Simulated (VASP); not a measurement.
Wanted: the native input for a VASP 6.6.1 run.

```
Task                   : single point
Functional             : r2SCAN
Potentials or basis    : VASP PAW PBE potentials, release 64 (Sb)
Cutoff                 : 520 eV
k mesh                 : 12 × 12 × 12
Occupations            : fermi-dirac, width 0.1 eV
Spin                   : no spin polarisation
Dipole correction      : no
Further INCAR settings : ALGO = Normal; EDIFF = 1e-06; NBANDS = 8
```

Sb:

```
CELL_PARAMETERS angstrom
-1.88897 1.88897 1.88897
1.88897 -1.88897 1.88897
1.88897 1.88897 -1.88897
ATOMIC_POSITIONS crystal
Sb 0.00000 0.00000 0.00000
```

The input as run:

POSCAR

```
Sb
1.0
   -1.8889657918      1.8889657918      1.8889657918
    1.8889657918     -1.8889657918      1.8889657918
    1.8889657918      1.8889657918     -1.8889657918
Sb
1
Direct
    0.0000000000      0.0000000000      0.0000000000
```

INCAR.step1

```
ALGO     = Normal         # electronic algorithm
EDIFF    = 1E-4           # SCF threshold, eV
ENCUT    = 520            # plane-wave cutoff, eV
GGA      = PE             # functional
ISMEAR   = -1             # smearing method
LASPH    = True           # aspherical terms in the spheres
LCHARG   = False          # write CHGCAR
LREAL    = False          # projectors in reciprocal space
LWAVE    = True           # write WAVECAR
NBANDS   = 8              # bands
NELM     = 80             # most SCF steps
PREC     = Accurate       # precision mode
SIGMA    = 0.1            # smearing width, eV
```

INCAR.step2

```
ALGO     = Normal         # electronic algorithm
EDIFF    = 1E-6           # SCF threshold, eV
ENCUT    = 520            # plane-wave cutoff, eV
ISIF     = 2              # what is computed and relaxed
ISMEAR   = -1             # smearing method
ISTART   = 1            
LASPH    = True           # aspherical terms in the spheres
LCHARG   = False          # write CHGCAR
LMIXTAU  = True         
LREAL    = False          # projectors in reciprocal space
LWAVE    = False          # write WAVECAR
METAGGA  = R2SCAN         # meta-GGA
NBANDS   = 8              # bands
NELM     = 80             # most SCF steps
PREC     = Accurate       # precision mode
SIGMA    = 0.1            # smearing width, eV
```

KPOINTS

```
k-points
0
Gamma
  12 12 12
```

Potentials or basis: VASP PAW PBE potentials, release 64 (Sb).

The run is started by

```console
$ cat potpaw_PBE.64/Sb/POTCAR > POTCAR
$ cp INCAR.step1 INCAR
$ mpirun -np 1 vasp_std > vasp.out
$ cp INCAR.step2 INCAR
$ mpirun -np 1 vasp_std > vasp.out
```

Results of the run:

```json
{"Pressure": "-0.1 GPa"}
```

Caveat: the PAW data sets were made with another functional, which shifts forces and pressure a little.

Wall time 110 s on 1 thread of AMD EPYC 7R13 (shared host), peak memory 0.12 GiB.
